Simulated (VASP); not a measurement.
A run of VASP 6.6.1 is set up as follows.

INCAR

```
SYSTEM = SnO
  PREC = Accurate
  ENCUT = 520
  EDIFF = 1E-7
  ISMEAR = -1
  SIGMA = 0.05
  LREAL = .FALSE.
  LASPH = .TRUE.
  NELM = 60
  ALGO = Normal
  ISIF = 2
  LWAVE = .FALSE.
  LCHARG = .FALSE.
  GGA = PE
  IVDW = 12
  NBANDS = 28
```

The input KPOINTS:

```
Automatic mesh
0
G
  7 7 6
  0 0 0
```

POSCAR

```
SnO
1.0
    3.7621524798      0.0000000000      0.0000000000
    0.0000000000      3.7621524798      0.0000000000
    0.0000000000      0.0000000000      4.8208658347
Sn O
2 2
Direct
    0.5000000000      0.0000000000      0.7646261400
    0.0000000000      0.5000000000      0.2353738600
    0.0000000000      0.0000000000      0.0000000000
    0.5000000000      0.5000000000      0.0000000000
```

Potentials or basis: VASP PAW PBE potentials, release 64 (Sn_d, O).

Launch:

```console
$ cat potpaw_PBE.64/Sn_d/POTCAR potpaw_PBE.64/O/POTCAR > POTCAR
$ mpirun -np 1 vasp_std > vasp.out
```

**Question.** Estimate the largest force.

**Answer.** 1.090 eV/Å.

**Question.** Estimate the dispersion energy per atom.

**Answer.** -0.241 eV.

**Question.** Predict the band gap on the k mesh.

**Answer.** 0.24 eV, indirect (least direct gap 2.03 eV).

**Question.** Estimate the pressure.

**Answer.** 6.1 GPa.

Stress tensor (GPa, compression positive):
```
6.73 0.00 0.00
0.00 6.73 0.00
0.00 0.00 4.71
```

Caveat: spin-orbit coupling is left out, which moves the levels of the heavy elements; forces of over 1 eV/Å act on the atoms, so gaps and moduli don't describe the material at rest. A k mesh can miss the band edges.
